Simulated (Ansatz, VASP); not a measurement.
## One calculation of Au, two programs

Contents of INCAR:

```
PREC = Accurate
ENCUT = 540
EDIFF = 1E-6
ISMEAR = 0
SIGMA = 0.1
LREAL = F
LASPH = T
NELM = 120
ALGO = Normal
ISIF = 2
LWAVE = F
LCHARG = T
GGA = PE
LELF = T
LVHAR = T
NBANDS = 26
GGA_COMPAT = F
```

KPOINTS

```
regular mesh
0
Gamma
  1 1 1
```

File POSCAR:

```
Au
1.0
    1.4113099650     -2.5559330250      0.0000000000
    1.4113099650      2.5559330250      0.0000000000
    0.0000000000      0.0000000000      4.8931696100
Au
2
Direct
    0.6653279700      0.3346720300      0.2500000000
    0.3346720300      0.6653279700      0.7500000000
```

Input for Ansatz:

```yaml
crystal:
  lattice:
    - [1.411309965, -2.555933025, 0.0]
    - [1.411309965, 2.555933025, 0.0]
    - [0.0, 0.0, 4.89316961]
  atoms:
    - { symbol: Au, position: [0.66532797, 0.33467203, 0.25] }
    - { symbol: Au, position: [0.33467203, 0.66532797, 0.75] }
basis:
  ecutwfc: 420
kpoints:
  mp_grid: { grid: [1, 1, 1] }
hamiltonian:
  xc: pbe
scf:
  occupations: { method: gaussian, width: 0.1 }
output:
  forces: true
  stress: true
  eigenvalues: true
```

Alike in both runs: task single point; functional PBE; k mesh 1 × 1 × 1; occupations gaussian, width 0.1 eV; no spin polarisation.

|  | VASP | Ansatz |
| --- | --- | --- |
| version | VASP 6.6.1 | Ansatz 0.2.0 |
| potentials or method | VASP PAW PBE potentials, release 64 (Au_sv_GW), cutoff 540 eV | scalar-relativistic, plane waves, PAW |
| valence electrons in the cell | 38 | 38 |

|  | VASP | Ansatz | Ansatz less VASP |
| --- | --- | --- | --- |
| gap on the k mesh at the Fermi level (eV) | 0.35 | 0.32 | -0.027 |
| least direct gap on the mesh (eV) | 0.35 | 0.32 | -0.027 |
| pressure (GPa) | -5.9 | -5.4 | +0.52 |
| traceless stress, the component that is largest in VASP (GPa) | 16.61 | 16.58 | -0.036 |
| rms of the force components (eV/Å) | 0.173 | 0.182 | +0.0096 |

Atom by atom the forces differ by 0.010 eV/Å (rms over components).

The k mesh is coarse, so the values compare programs but aren't converged. Spin-orbit coupling is off throughout.
